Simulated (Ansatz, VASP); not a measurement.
**C in VASP and in Ansatz**

Contents of INCAR:

```
SYSTEM = C
PREC = Accurate ; ENCUT = 520
EDIFF = 1E-6 ; ISMEAR = -1
SIGMA = 0.08 ; LREAL = .False.
LASPH = .True. ; NELM = 100
ALGO = Normal ; ISIF = 2
LWAVE = .False. ; LCHARG = .True.
GGA = PS ; LELF = .True.
LVHAR = .True. ; NBANDS = 8
```

File KPOINTS:

```
regular mesh
0
Gamma
  24 24 24
  0 0 0
```

POSCAR

```
C
1.0
    0.0000000000      1.4329813445      1.4329813445
    1.4329813445      0.0000000000      1.4329813445
    1.4329813445      1.4329813445      0.0000000000
C
1
Direct
    0.0000000000      0.0000000000      0.0000000000
```

Input for Ansatz:

```yaml
crystal:
  lattice:
    - [0.0, 1.4329813445, 1.4329813445]
    - [1.4329813445, 0.0, 1.4329813445]
    - [1.4329813445, 1.4329813445, 0.0]
  atoms:
    - { symbol: C, position: [0.0, 0.0, 0.0] }
kpoints:
  mp_grid: { grid: [24, 24, 24] }
scf:
  occupations: { method: fermi_dirac, width: 0.08 }
hamiltonian:
  xc: pbesol
  pseudopotentials: { kind: all_electron, lapw: { basis_error: 0.001 } }
output:
  forces: true
  stress: true
  eigenvalues: true
  populations: true
```

Change from the starting cell: volume scaled by 0.84, LAPW.

Alike in both runs: task single point; functional PBEsol; k mesh 24 × 24 × 24; occupations fermi-dirac, width 0.08 eV; no spin polarisation.

```csv
,VASP,Ansatz
version,VASP 6.6.1,Ansatz 0.2.0
potentials or method,"VASP PAW PBE potentials, release 64 (C), cutoff 520 eV","all-electron LAPW, scalar-relativistic"
```

VASP gave:

```
pressure (GPa) : 40.4
```

Q: Estimate Ansatz's values.

A: Pressure (GPa): 39.9.

VASP's potentials were made for PBE, not for PBEsol. Both programs put the cell under a high pressure, so it lies far from rest at this level. Ansatz ran all-electron here, and VASP with PAW potentials.
